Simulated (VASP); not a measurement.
Wanted: the native input for a VASP 6.6.1 run.

```
Task                   : single point
Functional             : r2SCAN
Potentials or basis    : VASP PAW PBE potentials, release 64 (Zn, O)
Cutoff                 : 520 eV
k mesh                 : 8 × 8 × 4
Occupations            : gaussian, width 0.01 eV
Spin                   : no spin polarisation
Dipole correction      : no
Further INCAR settings : ALGO = Normal; EDIFF = 1e-06; NBANDS = 26
```

ZnO:

```
CELL_PARAMETERS angstrom
3.25137 0.00000 0.00000
-1.62569 2.81577 0.00000
0.00000 0.00000 5.19579
ATOMIC_POSITIONS crystal
Zn 0.33333 0.66667 0.49969
Zn 0.66667 0.33333 0.99969
O 0.66667 0.33333 0.37932
O 0.33333 0.66667 0.87932
```

This cell differs from its parent crystal: in-plane strain +0.005.

One way to write it, as run:

POSCAR

```
ZnO
1.0
    3.2513714339      0.0000000000      0.0000000000
   -1.6256857170      2.8157702589      0.0000000000
    0.0000000000      0.0000000000      5.1957916819
Zn O
2 2
Direct
    0.3333333333      0.6666666667      0.4996928418
    0.6666666667      0.3333333333     -0.0003071582
    0.6666666667      0.3333333333      0.3793171582
    0.3333333333      0.6666666667      0.8793171582
```

INCAR.step1

```
ALGO = Normal ; EDIFF = 1E-4
ENCUT = 520 ; GGA = PE
ISMEAR = 0 ; LASPH = True
LCHARG = False ; LREAL = False
LWAVE = True ; NBANDS = 26
NELM = 100 ; PREC = Accurate
SIGMA = 0.01
```

INCAR.step2

```
ALGO = Normal ; EDIFF = 1E-6
ENCUT = 520 ; ISIF = 2
ISMEAR = 0 ; ISTART = 1
LASPH = True ; LCHARG = False
LMIXTAU = True ; LREAL = False
LWAVE = False ; METAGGA = R2SCAN
NBANDS = 26 ; NELM = 100
PREC = Accurate ; SIGMA = 0.01
```

KPOINTS

```
k-points
0
Gamma
  8 8 4
```

Potentials or basis: VASP PAW PBE potentials, release 64 (Zn, O).

Run with:

```bash
$ cat potpaw_PBE.64/Zn/POTCAR potpaw_PBE.64/O/POTCAR > POTCAR
$ cp INCAR.step1 INCAR
$ mpirun -np 1 vasp_std > vasp.out
$ cp INCAR.step2 INCAR
$ mpirun -np 1 vasp_std > vasp.out
```

It gave:

The pressure is 0.0 GPa. The largest force is 0.086 eV/Å. The band gap on the k mesh is 1.23 eV, direct.

Caveat: the cell differs from its parent crystal (in-plane strain +0.005); the PAW data sets were made with another functional, which shifts forces and pressure a little.

Run time: 79 s on 1 thread of Intel Xeon 6975P-C, with other jobs on the host, peak memory 0.18 GiB.
